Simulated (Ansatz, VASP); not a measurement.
## One calculation of Be3Te4, two programs

```
CELL_PARAMETERS angstrom
5.55487 0.00000 0.00000
0.00000 5.55487 0.00000
0.00000 0.00000 5.55487
ATOMIC_POSITIONS crystal
Be 0.50000 0.00000 0.50000
Be 0.00000 0.50000 0.50000
Be 0.50000 0.50000 0.00000
Te 0.75405 0.24595 0.75405
Te 0.75405 0.75405 0.24595
Te 0.24595 0.75405 0.75405
Te 0.24595 0.24595 0.24595
```

Change from the starting cell: built by hand: pseudocubic Si3N4 (ordered-vacancy zincblende) (P-43m, No. 215).

Alike in both runs: task single point; functional PBE; k mesh 4 × 4 × 4; occupations gaussian, width 0.1 eV; no spin polarisation.

|  | VASP | Ansatz |
| --- | --- | --- |
| version | VASP 6.6.1 | Ansatz 0.2.0 |
| potentials or method | VASP PAW PBE potentials, release 64 (Be, Te), cutoff 600 eV | scalar-relativistic, plane waves, PAW |
| valence electrons in the cell | 30 | 70 |

Ansatz gave:

```
gap on the k mesh at the Fermi level (eV) : none
pressure (GPa)                            : 0.4
rms of the force components (eV/Å)        : 0.005
```

Estimate VASP's values.

gap on the k mesh at the Fermi level (eV): none; pressure (GPa): 0.5; rms of the force components (eV/Å): 0.002.

Atom by atom the forces differ by 0.007 eV/Å (rms over components). A gap of «none» marks a metal or a gap that the smearing closes. The functional is the same, so the differences come from potentials, cutoffs and numerics. VASP's potentials hold 30 valence electrons a cell and Ansatz's 70, so a difference there can come from the potentials and not from the codes.

Neither program's run includes spin-orbit coupling.
